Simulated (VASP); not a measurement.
# Be4Os (I4/m) in VASP: further runs

The runs below take Be4Os through single point, with PBE.

All numbers are computed with VASP 6.6.1; they aren't measurements. Logs are shortened: lines on timing, memory, paths and dates and some standing lists are left out, and cuts for length are marked.

### Step 1. The cell of the first run

It takes space group I4/m (No. 87, tetragonal). The conventional cell has a = 5.568 Å, b = 5.568 Å, c = 3.088 Å, α = 90.00°, β = 90.00°, γ = 90.00°. Be (site symmetry m) has 9 Be at 2.25 to 2.59 Å and 3 Os at 2.34 to 2.45 Å within 3.0 Å. Within 3.1 Å of Os (site symmetry 4/m) lie 12 Be at 2.34 to 2.45 Å and 2 Os at 3.09 Å.

### Step 2. Single point, PBE

File INCAR:

```
SYSTEM = Be4Os
ALGO = Fast
EDIFF = 1E-6
ENCUT = 520
GGA = PE
ISIF = 2
ISMEAR = 0
LASPH = .TRUE.
LCHARG = .FALSE.
LREAL = .FALSE.
LWAVE = .FALSE.
NBANDS = 16
NELM = 60
PREC = Accurate
SIGMA = 0.1
```

File KPOINTS:

```
k-points
0
G
  6 6 6
  0 0 0
```

File POSCAR:

```
Be4Os
1.0
   -2.7840103996      2.7840103996      1.5442140497
    2.7840103996     -2.7840103996      1.5442140497
    2.7840103996      2.7840103996     -1.5442140497
Be Os
4 1
Direct
    0.7952168435      0.3900100042      0.1852268478
    0.3900100042      0.2047831565      0.5947931607
    0.6099899958      0.7952168435      0.4052068393
    0.2047831565      0.6099899958      0.8147731522
    0.0000000000      0.0000000000      0.0000000000
```

Potentials or basis: VASP PAW PBE potentials, release 64 (Be, Os).

Launch:

```
> cat potpaw_PBE.64/Be/POTCAR potpaw_PBE.64/Os/POTCAR > POTCAR
> mpirun -np 1 vasp_std > vasp.out
```

OUTCAR:

```text
SYSTEM = Be4Os
   EDIFF = 1E-6
   ENCUT = 520
   GGA = PE
   ISIF = 2
   ISMEAR = 0
   LASPH = .TRUE.
   LREAL = .FALSE.
   NELM = 60
   PREC = Accurate

 ion  position               nearest neighbor table
   1  0.795  0.390  0.185-   4 2.25   4 2.25   5 2.34   5 2.34   5 2.45
   2  0.390  0.205  0.595-   3 2.25   3 2.25   5 2.34   5 2.34   5 2.45
   3  0.610  0.795  0.405-   2 2.25   2 2.25   5 2.34   5 2.34   5 2.45
   4  0.205  0.610  0.815-   1 2.25   1 2.25   5 2.34   5 2.34   5 2.45
   5  0.000  0.000  0.000-   2 2.34   3 2.34   3 2.34   2 2.34   4 2.34   1 2.34   4 2.34   1 2.34
                             3 2.45   2 2.45   1 2.45   4 2.45

  LATTYP: Found a body centered tetragonal cell.
 ALAT       =     5.5680207992
 C/A-ratio  =     0.5546725148

  Lattice vectors:

 A1 = (  -2.7840103996,   2.7840103996,   1.5442140497)
 A2 = (   2.7840103996,  -2.7840103996,   1.5442140497)
 A3 = (   2.7840103996,   2.7840103996,  -1.5442140497)

Analysis of symmetry for initial positions (statically):
=====================================================================
 Subroutine PRICEL returns:
 Original cell was already a primitive cell.

 Routine SETGRP: Setting up the symmetry group for a
 body centered tetragonal supercell.

 Subroutine GETGRP returns: Found  8 space group operations
 (whereof  8 operations were pure point group operations)
 out of a pool of 16 trial point group operations.

The static configuration has the point symmetry C_4h.

Analysis of symmetry for dynamics (positions and initial velocities):
=====================================================================
 Subroutine PRICEL returns:
 Original cell was already a primitive cell.

 Routine SETGRP: Setting up the symmetry group for a
 body centered tetragonal supercell.

 Subroutine GETGRP returns: Found  8 space group operations
 (whereof  8 operations were pure point group operations)
 out of a pool of 16 trial point group operations.

The dynamic configuration has the point symmetry C_4h.

 Subroutine INISYM returns: Found  8 space group operations
 (whereof  8 operations are pure point group operations),
 and found     1 'primitive' translations

----------------------------------------------------------------------------------------

                                     Primitive cell

  volume of cell :      47.8750

  direct lattice vectors                    reciprocal lattice vectors
    -2.784010400  2.784010400  1.544214050     0.000000000  0.179597030  0.323789309
     2.784010400 -2.784010400  1.544214050     0.179597030  0.000000000  0.323789309
     2.784010400  2.784010400 -1.544214050     0.179597030  0.179597030  0.000000000

  length of vectors
     4.229187255  4.229187255  4.229187255     0.370262893  0.370262893  0.253988556

  position of ions in fractional coordinates (direct lattice)
     0.795216844  0.390010004  0.185226848
     0.390010004  0.204783156  0.594793161
     0.609989996  0.795216844  0.405206839
     0.204783156  0.609989996  0.814773152
     0.000000000  0.000000000  0.000000000

  ion indices of the primitive-cell ions
   primitive index   ion index
                 1           1
                 2           2
                 3           3
                 4           4
                 5           5

----------------------------------------------------------------------------------------

 KPOINTS: k-points

Automatic generation of k-mesh.
 Grid dimensions read from file:
 generate k-points for:    6    6    6

 Generating k-lattice:

  Cartesian coordinates                     Fractional coordinates (reciprocal lattice)
     0.000000000  0.029932838  0.053964885     0.166666667  0.000000000  0.000000000
     0.029932838  0.000000000  0.053964885     0.000000000  0.166666667  0.000000000
     0.029932838  0.029932838  0.000000000     0.000000000  0.000000000  0.166666667

  Length of vectors
     0.061710482  0.061710482  0.042331426

  Shift w.r.t. Gamma in fractional coordinates (k-lattice)
     0.000000000  0.000000000  0.000000000

 Subroutine IBZKPT returns following result:
 ===========================================

 Found     36 irreducible k-points:

 Following reciprocal coordinates:
            Coordinates               Weight
  0.000000  0.000000  0.000000      1.000000
  0.166667 -0.000000  0.000000      8.000000
  0.333333 -0.000000  0.000000      8.000000
  0.500000 -0.000000  0.000000      4.000000
  0.166667  0.166667  0.000000      8.000000
  0.333333  0.166667  0.000000      8.000000
[... 16 lines left out ...]
 -0.333333  0.333333 -0.166667      4.000000
 -0.166667  0.333333  0.166667      8.000000
 [... further k-points ...]
   k-points           NKPTS =     36   k-points in BZ     NKDIM =     36   number of bands    NBANDS=     16
   number of dos      NEDOS =    301   number of ions     NIONS =      5
   total plane-waves  NPLWV =  32768
   dimension x,y,z NGX =    32 NGY =   32 NGZ =   32
   dimension x,y,z NGXF=    64 NGYF=   64 NGZF=   64
   ions per type =               4   1
   NGX,Y,Z   is equivalent  to a cutoff of  12.58, 12.58, 12.58 a.u.
   NGXF,Y,Z  is equivalent  to a cutoff of  25.16, 25.16, 25.16 a.u.
 SYSTEM =  Be4Os
   PREC   = accura    normal or accurate (medium, high low for compatibility)
   ISTART =      0    job   : 0-new  1-cont  2-samecut
   ICHARG =      2    charge: 1-file 2-atom 10-const
   ISPIN  =      1    spin polarized calculation?
   LNONCOLLINEAR =      F non collinear calculations
   LSORBIT =      F    spin-orbit coupling
   LASPH  =      T    aspherical Exc in radial PAW
   ENCUT  =  520.0 eV  38.22 Ry    6.18 a.u.   7.86  7.86  7.86*2*pi/ulx,y,z
   NELM   =     60;   NELMIN=  2; NELMDL= -5     # of ELM steps
   EDIFF  = 0.1E-05   stopping-criterion for ELM
   LREAL  =      F    real-space projection
   EDIFFG = 0.1E-04   stopping-criterion for IOM
   NSW    =      0    number of steps for IOM
   IBRION =     -1    ionic relax: 0-MD 1-quasi-New 2-CG
   NFREE  =      0    steps in history (QN), initial steepest desc. (CG)
   ISIF   =      2    stress and relaxation
   ISYM   =      2    0-nonsym 1-usesym 2-fastsym
   POTIM  = 0.5000    time-step for ionic-motion
   TEBEG  =    0.0;   TEEND  =   0.0 temperature during run
   PSTRESS=    0.0 pullay stress
   NELECT =      16.0000    total number of electrons
   NUPDOWN=      -1.0000    fix difference up-down
   EMIN   =  10.00;   EMAX   =-10.00  energy-range for DOS
   EFERMI =   0.00;   METHOD = LEGACY
   ISMEAR =     0;   SIGMA  =   0.10  broadening in eV -4-tet -1-fermi 0-gaus
   EFERMI_NEDOS =   21; number of points for ismear=-14 and -15
   IALGO  =     68    algorithm
   IMIX   =      4    mixing-type and parameters
     AMIX     =   0.40;   BMIX     =  1.00
     AMIX_MAG =   1.60;   BMIX_MAG =  1.00
  volume/ion in A,a.u.               =       9.58        64.62
  Fermi-wavevector in a.u.,A,eV,Ry     =   1.136087  2.146894 17.560967  1.290695
  Thomas-Fermi vector in A             =   2.272792
   LORBIT       =      0    0 simple, 1 ext, 2 COOP (PROOUT), +10 PAW based schemes
   GGA     = PE    functional components
   LHFCALC =     F    Hartree Fock is set to
   AEXX    =    0.0000 exact exchange contribution
   IVDW    =     0    specifies the selected vdW correction
   LEPSILON=     F    determine dielectric tensor
   LRPA    =     F    only Hartree local field effects (RPA)
 non-spin polarized calculation
 RMM-DIIS sequential band-by-band and
 Gauss-broadening in eV      SIGMA  =   0.10
  energy-cutoff  :      520.00
  volume of cell :       47.88
 maximum number of plane-waves:      1304
   NGX = 15   NGY = 15   NGZ = 15

 number of electron      16.0000001 magnetization

 Free energy of the ion-electron system (eV)
  ---------------------------------------------------
  ext. energy  EPLUGINS =         0.00000000
  ---------------------------------------------------
  free energy    TOTEN  =       -27.21162112 eV

  energy without entropy =      -27.21047479  energy(sigma->0) =      -27.21104795

 E-fermi :   6.6680     XC(G=0): -11.4121

 val. band max:        6.5825294194   @ k =  -0.3333   0.5000   0.0000
 cond. band min:       6.9479695115   @ k =  -0.3333   0.3333   0.1667
 fundamental gap:      0.3654400921
 Fermi energy:         6.6680292429

 k-point     1 :       0.0000    0.0000    0.0000
  band No.  band energies     occupation
      1      -3.6040      2.00000
      2       1.1119      2.00000
      3       1.8713      2.00000
      4       4.2958      2.00000
      5       4.6788      2.00000
      6       4.6788      2.00000
[... 8 lines left out ...]
     15      14.9309      0.00000
     16      16.6116      0.00000

 k-point     2 :       0.1667   -0.0000    0.0000
  band No.  band energies     occupation
      1      -3.0631      2.00000
      2       1.3525      2.00000
      3       2.2696      2.00000
      4       3.3696      2.00000
      5       3.5409      2.00000
      6       4.2249      2.00000
[... 8 lines left out ...]
     15      15.3962      0.00000
     16      15.6630      0.00000

 k-point     3 :       0.3333   -0.0000    0.0000
  band No.  band energies     occupation
      1      -1.5913      2.00000
      2       1.4642      2.00000
      3       2.1063      2.00000
      4       2.8056      2.00000
      5       3.8394      2.00000
      6       4.0472      2.00000
[... 8 lines left out ...]
     15      15.5628      0.00000
     16      16.9403      0.00000

 k-point     4 :       0.5000   -0.0000    0.0000
  band No.  band energies     occupation
      1      -0.1829      2.00000
      2       1.2193      2.00000
      3       1.4220      2.00000
      4       3.0919      2.00000
      5       3.6258      2.00000
      6       3.7923      2.00000
[... 8 lines left out ...]
     15      14.9843      0.00000
     16      17.1565      0.00000

 k-point     5 :       0.1667    0.1667    0.0000
  band No.  band energies     occupation
      1      -1.8058      2.00000
      2       1.6116      2.00000
      3       2.0415      2.00000
      4       2.7479      2.00000
      5       3.8749      2.00000
      6       3.9809      2.00000
[... 8 lines left out ...]
     15      15.9996      0.00000
     16      16.4535      0.00000

 k-point     6 :       0.3333    0.1667    0.0000
  band No.  band energies     occupation
      1      -0.1133      2.00000
      2       1.1032      2.00000
      3       1.4821      2.00000
      4       2.8269      2.00000
      5       3.3242      2.00000
      6       4.0519      2.00000
[... 8 lines left out ...]
     15      15.3405      0.00000
     16      16.1562      0.00000
[... 267 lines left out ...]
 k-point    21 :       0.3333    0.3333    0.1667
  band No.  band energies     occupation
      1      -0.2043      2.00000
      2      -0.0726      2.00000
      3       1.8417      2.00000
      4       2.8365      2.00000
      5       3.9590      2.00000
      6       4.1368      2.00000
[... 8 lines left out ...]
     15      15.2261      0.00000
     16      15.7312      0.00000

 k-point    22 :      -0.3333    0.3333    0.1667
  band No.  band energies     occupation
      1      -2.4348      2.00000
      2       0.1654      2.00000
      3       1.4603      2.00000
      4       3.0066      2.00000
      5       4.6466      2.00000
      6       4.7730      2.00000
[... 8 lines left out ...]
     15      15.1913      0.00000
     16      16.0897      0.00000

 k-point    23 :      -0.3333    0.3333   -0.1667
  band No.  band energies     occupation
      1      -2.4327      2.00000
      2       0.0780      2.00000
      3       1.8377      2.00000
      4       2.6606      2.00000
      5       4.6257      2.00000
      6       4.6485      2.00000
[... 8 lines left out ...]
     15      16.1008      0.00000
     16      16.2785      0.00000

 k-point    24 :      -0.1667    0.3333    0.1667
  band No.  band energies     occupation
      1      -2.1166      2.00000
      2       1.1564      2.00000
      3       1.2597      2.00000
      4       2.7528      2.00000
      5       4.1759      2.00000
      6       4.4696      2.00000
[... 8 lines left out ...]
     15      15.6511      0.00000
     16      16.9614      0.00000

 [... further k-points ...]
[... 5 lines left out ...]
  --------------------------------------------------------------------------------------
  -------------------------------------------------------------------------------------
  Total        0.0791202      0.0791202      0.0815766     -0.0000011      0.0000000     -0.0000000
  in kB        2.6478219      2.6478219      2.7300276     -0.0000368      0.0000000     -0.0000000
  external PRESSURE =       2.6752238 kB  Pullay stress =       0.0000000 kB

 VOLUME and BASIS-vectors are now :
 -----------------------------------------------------------------------------
  energy-cutoff  :      520.00
  volume of cell :       47.88
      direct lattice vectors                 reciprocal lattice vectors
    -2.784010400  2.784010400  1.544214050     0.000000000  0.179597030  0.323789309
     2.784010400 -2.784010400  1.544214050     0.179597030  0.000000000  0.323789309
     2.784010400  2.784010400 -1.544214050     0.179597030  0.179597030  0.000000000

 POSITION                                       TOTAL-FORCE (eV/Angst)
 -----------------------------------------------------------------------------------
     -0.61243      1.64377      1.54421        -0.000385      0.011232     -0.000000
      1.14024      2.17158      0.00000        -0.011232     -0.000385      0.000000
      1.64377      0.61243      1.54421         0.011232      0.000385     -0.000000
      3.39644      1.14024      0.00000         0.000385     -0.011232      0.000000
      0.00000      0.00000      0.00000        -0.000000      0.000000      0.000000
 -----------------------------------------------------------------------------------
    total drift:                               -0.000000      0.000000      0.000000

  FREE ENERGIE OF THE ION-ELECTRON SYSTEM (eV)
  ---------------------------------------------------
  free  energy   TOTEN  =       -27.2116211224 eV

  energy  without entropy=      -27.2104747864  energy(sigma->0) =      -27.21104795
```

Wall time 33 s (1 thread of AMD EPYC 9R45 (Zen 5), shared host); peak memory 0.15 GiB.

Results:

- Free energy: -27.2116 eV
- Pressure: 0.3 GPa
- Largest force: 0.011 eV/Å
- Band gap on the k mesh: zero (band 8 reaches 6.58 eV, above the bottom of band 9 at 6.56 eV)

Forces on the atoms (eV/Å):
```
Be   0.000  0.011  0.000
Be  -0.011  0.000  0.000
Be   0.011  0.000  0.000
Be   0.000 -0.011  0.000
Os   0.000  0.000  0.000
```

Caveat: the k points lie up to 0.39 Å⁻¹ apart; spin-orbit coupling is left out, which moves the levels of the heavy elements.

### Step 3. Single point, PBE, collinear spin, ferromagnetic start

File INCAR:

```
SYSTEM = Be4Os
PREC = Accurate ; ENCUT = 520
EDIFF = 1E-6 ; ISMEAR = 0
SIGMA = 0.1 ; LREAL = .FALSE.
LASPH = .TRUE. ; NELM = 150
ALGO = Normal ; ISIF = 2
LWAVE = .FALSE. ; LCHARG = .FALSE.
ISPIN = 2 ; MAGMOM = 0 0 0 0 1
LORBIT = 11 ; LMAXMIX = 4
GGA = PE ; NBANDS = 20
```

File KPOINTS:

```
Automatic mesh
0
G
  6 6 6
  0 0 0
```

POSCAR is that of step 2.

Potentials or basis: VASP PAW PBE potentials, release 64 (Be, Os).

Launch:

```
> cat potpaw_PBE.64/Be/POTCAR potpaw_PBE.64/Os/POTCAR > POTCAR
> mpirun -np 1 vasp_std > vasp.out
```

Wall time 78 s (1 thread of AMD EPYC 9R45 (Zen 5), shared host); peak memory 0.2 GiB.

Results (log left out):

```
Free energy                                           : -27.2116 eV
Pressure                                              : 0.3 GPa
Largest force                                         : 0.011 eV/Å
Band gap on the k mesh                                : zero (filled and empty bands overlap)
Net moment                                            : 0.00 μB per cell
Valence electrons inside the program's atomic spheres : Be 1.10; Os 7.68
```

Forces on the atoms (eV/Å):
```
Be   0.000  0.011  0.000
Be  -0.011  0.000  0.000
Be   0.011  0.000  0.000
Be   0.000 -0.011  0.000
Os   0.000  0.000  0.000
```

Levels at points of the mesh, in eV from the Fermi level:
Spin up:
| k point | band 5 | band 6 | band 7 | band 8 | band 9 | band 10 | band 11 | band 12 |
| --- | --- | --- | --- | --- | --- | --- | --- | --- |
| (0.00, 0.00, 0.00) | -1.99 | -1.99 | -1.45 | -1.45 | -0.11 | 4.60 | 5.26 | 7.28 |
| (0.50, 0.00, 0.00) | -3.04 | -2.88 | -2.40 | -0.88 | 1.26 | 2.06 | 3.22 | 5.71 |
| (0.50, 0.50, 0.00) | -2.29 | -2.11 | -1.52 | -1.01 | 1.12 | 3.96 | 4.71 | 6.03 |
| (0.50, 0.50, 0.50) | -2.41 | -1.68 | -1.12 | -1.12 | 0.55 | 1.16 | 7.32 | 7.32 |
Spin down:
```
           k point  band 5  band 6  band 7  band 8  band 9  band 10  band 11  band 12
(0.00, 0.00, 0.00)   -1.99   -1.99   -1.45   -1.45   -0.11     4.60     5.26     7.28
(0.50, 0.00, 0.00)   -3.04   -2.88   -2.40   -0.88    1.26     2.06     3.22     5.71
(0.50, 0.50, 0.00)   -2.29   -2.11   -1.52   -1.01    1.12     3.96     4.71     6.03
(0.50, 0.50, 0.50)   -2.41   -1.68   -1.12   -1.12    0.55     1.16     7.32     7.32
```

Caveat: the k points lie up to 0.39 Å⁻¹ apart; spin-orbit coupling is left out, which moves the levels of the heavy elements.
